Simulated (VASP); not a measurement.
Wanted: the native input for a VASP 6.6.1 run.

```
Task                   : single point
Functional             : r2SCAN
Potentials or basis    : VASP PAW PBE potentials, release 64 (Te)
Cutoff                 : 520 eV
k mesh                 : 15 × 15 × 15
Occupations            : gaussian, width 0.15 eV
Spin                   : no spin polarisation
Dipole correction      : no
Further INCAR settings : ALGO = Normal; EDIFF = 1e-06; NBANDS = 9
```

Crystal: Te.

```
Te
1.0
     2.30590    1.33131    1.69095
    -2.30590    1.33131    1.69095
     0.00000   -2.66263    1.69095
Te
1
Direct
  0.50000 0.50000 0.50000
```

These files were run (other wordings do the same):

POSCAR

```
Te
1.0
    2.3059043427      1.3313144930      1.6909537039
   -2.3059043427      1.3313144930      1.6909537039
    0.0000000000     -2.6626289859      1.6909537039
Te
1
Direct
    0.5000000000      0.5000000000      0.5000000000
```

INCAR.step1

```
SYSTEM = Te
PREC = Accurate
ENCUT = 520
ISMEAR = 0
SIGMA = 0.15
LREAL = .FALSE.
LASPH = .TRUE.
NELM = 60
NBANDS = 9
GGA = PE
ALGO = Normal
EDIFF = 1E-4
LWAVE = .TRUE.
LCHARG = .FALSE.
```

INCAR.step2

```
SYSTEM = Te
PREC = Accurate
ENCUT = 520
EDIFF = 1E-6
ISMEAR = 0
SIGMA = 0.15
LREAL = .FALSE.
LASPH = .TRUE.
NELM = 60
ALGO = Normal
ISIF = 2
LWAVE = .FALSE.
LCHARG = .TRUE.
METAGGA = R2SCAN
LMIXTAU = .TRUE.
LELF = .TRUE.
LVHAR = .TRUE.
NBANDS = 9
ISTART = 1
```

KPOINTS

```
Automatic mesh
0
G
  15 15 15
  0 0 0
```

Potentials or basis: VASP PAW PBE potentials, release 64 (Te).

Launch:

```sh
$ cat potpaw_PBE.64/Te/POTCAR > POTCAR
$ cp INCAR.step1 INCAR
$ mpirun -np 1 vasp_std > vasp.out
$ cp INCAR.step2 INCAR
$ mpirun -np 1 vasp_std > vasp.out
```

Results of the run:

```
Pressure               : 1.8 GPa
Band gap on the k mesh : zero (bands 3 and 4 overlap by 5.28 eV)
```

Caveat: the PAW data sets were made with another functional, which shifts forces and pressure a little; spin-orbit coupling is left out, which moves the levels of the heavy elements.

Run time: 120 s on 1 thread of AMD EPYC 9R45 96-Core Processor (Zen 5), with other jobs on the host, peak memory 0.18 GiB.
